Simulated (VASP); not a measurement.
Runs of VASP 6.6.1 on MoH3. The structure is that of space group Pm-3m (No. 221), or close to it. The cells are those of the table. 

```tsv
task	spin	cell	k mesh	cutoff (eV)	gap on the mesh (eV)	pressure (GPa)	moment (μB)
single point	off	a = 3.529 Å, 4 atoms	6 × 6 × 6	520	none	-34.8	-
relaxation of cell and atoms	off	relaxed from a = 3.529 Å, 4 atoms	6 × 6 × 6	600	none	-0.3	-
single point	collinear, ferromagnetic start	a = 2.907 Å, 4 atoms	6 × 6 × 6	520	none	3.7	(a)
single point	collinear, ferromagnetic start	a = 2.917 Å, 4 atoms	16 × 16 × 16	520	none	0.0	1.00
single point	off	a = 2.907 Å, 4 atoms	6 × 6 × 6	520	none	0.0	-
```

Alike in all rows: level PBE; potentials or basis VASP PAW PBE potentials, release 64 (H, Mo_sv); smearing gaussian 0.1 eV.

Task: Estimate the missing entries.

Result: (a) 1.34.

Caveats: some runs use coarse meshes.

A k mesh can miss the band edges, and the runs leave out spin-orbit coupling on Mo.

A gap of «none» marks levels without a gap at the run's occupations.
